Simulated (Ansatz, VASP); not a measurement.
# In in VASP and in Ansatz

File INCAR:

```
SYSTEM = In
PREC = Accurate
ENCUT = 520
EDIFF = 1E-6
ISMEAR = 0
SIGMA = 0.15
LREAL = .False.
LASPH = .True.
NELM = 80
ALGO = Fast
ISIF = 2
LWAVE = .False.
LCHARG = .False.
GGA = PE
NBANDS = 12
```

The input KPOINTS:

```
Automatic mesh
0
Gamma
  20 20 20
  0 0 0
```

File POSCAR:

```
In
1.0
   -1.7562420000      1.7562420000      2.3749920000
    1.7562420000     -1.7562420000      2.3749920000
    1.7562420000      1.7562420000     -2.3749920000
In
1
Direct
    0.0000000000      0.0000000000      0.0000000000
```

Input for Ansatz:

```yaml
crystal:
  lattice:
    - [-1.756242, 1.756242, 2.374992]
    - [1.756242, -1.756242, 2.374992]
    - [1.756242, 1.756242, -2.374992]
  atoms:
    - { symbol: In, position: [0.0, 0.0, 0.0] }
basis:
  ecutwfc: 420
kpoints:
  mp_grid: { grid: [20, 20, 20] }
hamiltonian:
  xc: pbe
scf:
  occupations: { method: gaussian, width: 0.15 }
output:
  forces: true
  stress: true
  eigenvalues: true
  write_density: true
  write_potential: true
  elf: true
  volumetric_format: npy
```

Change from the starting cell: strain +0.080 along x and y, -0.040 along z, atoms carried along.

Alike in both runs: task single point; functional PBE; k mesh 20 × 20 × 20; occupations gaussian, width 0.15 eV; no spin polarisation.

|  | VASP | Ansatz |
| --- | --- | --- |
| version | VASP 6.6.1 | Ansatz 0.2.0 |
| potentials or method | VASP PAW PBE potentials, release 64 (In_d), cutoff 520 eV | scalar-relativistic, plane waves, PAW |
| valence electrons in the cell | 13 | 13 |

```tsv
	VASP	Ansatz	Ansatz less VASP
gap on the k mesh at the Fermi level (eV)	none	none	-
pressure (GPa)	-2.0	-1.9	+0.07
traceless stress, the component that is largest in VASP (GPa)	0.05	0.05	0.000
```

A gap of «none» marks a metal or a gap that the smearing closes.
